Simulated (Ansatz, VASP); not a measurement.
**Two plane-wave programs on GaN**

POSCAR

```
GaN
1.0
    3.1799996605      0.0000000000      0.0000000000
   -1.5899998303      2.7539604900      0.0000000000
    0.0000000000      0.0000000000      5.3209800000
Ga N
2 2
Direct
    0.3333333333      0.6666666667      0.0000000000
    0.6666666667      0.3333333333      0.5000000000
    0.3333333333      0.6666666667      0.3750000000
    0.6666666667      0.3333333333      0.8750000000
```

The input INCAR.step1:

```
SYSTEM = GaN
PREC = Accurate
ENCUT = 520
ISMEAR = 0
SIGMA = 0.05
LREAL = .False.
LASPH = .True.
NELM = 100
NBANDS = 26
GGA = PE
ALGO = Normal
EDIFF = 1E-4
LWAVE = .True.
LCHARG = .False.
```

Contents of INCAR.step2:

```
SYSTEM = GaN
PREC = Accurate
ENCUT = 520
EDIFF = 1E-6
ISMEAR = 0
SIGMA = 0.05
LREAL = .False.
LASPH = .True.
NELM = 100
ALGO = Normal
ISIF = 2
LWAVE = .False.
LCHARG = .False.
METAGGA = R2SCAN
LMIXTAU = .True.
NBANDS = 26
ISTART = 1
```

Contents of KPOINTS:

```
regular mesh
0
Gamma
  12 12 6
  0 0 0
```

Input for Ansatz:

```yaml
crystal:
  lattice:
    - [3.1799996605, 0.0, 0.0]
    - [-1.5899998303, 2.75396049, 0.0]
    - [0.0, 0.0, 5.32098]
  atoms:
    - { symbol: Ga, position: [0.3333333333, 0.6666666667, 0.0] }
    - { symbol: Ga, position: [0.6666666667, 0.3333333333, 0.5] }
    - { symbol: "N", position: [0.3333333333, 0.6666666667, 0.375] }
    - { symbol: "N", position: [0.6666666667, 0.3333333333, 0.875] }
basis:
  ecutwfc: 500
kpoints:
  mp_grid: { grid: [12, 12, 6] }
hamiltonian:
  xc: r2scan
scf:
  occupations: { method: gaussian, width: 0.05 }
output:
  forces: true
  stress: true
  eigenvalues: true
```

Change from the starting cell: strain +0.000 along x and y, +0.030 along z, atoms carried along.

Alike in both runs: task single point; functional r2SCAN; k mesh 12 × 12 × 6; occupations gaussian, width 0.05 eV; no spin polarisation.

|  | VASP | Ansatz |
| --- | --- | --- |
| version | VASP 6.6.1 | Ansatz 0.2.0 |
| potentials or method | VASP PAW PBE potentials, release 64 (Ga_d, N), cutoff 520 eV | scalar-relativistic, plane waves, PAW |
| valence electrons in the cell | 36 | 36 |

```tsv
	VASP	Ansatz	Ansatz less VASP
gap on the k mesh at the Fermi level (eV)	2.08	2.08	+0.007
least direct gap on the mesh (eV)	2.08	2.08	+0.007
pressure (GPa)	-3.4	-4.4	-1.04
traceless stress, the component that is largest in VASP (GPa)	-6.15	-6.01	+0.139
rms of the force components (eV/Å)	0.067	0.060	-0.0078
```

VASP's potentials were made for PBE, not for r2SCAN. Atom by atom the forces differ by 0.008 eV/Å (rms over components). With one functional, cell and mesh, what is left measures potentials, basis and numerics.
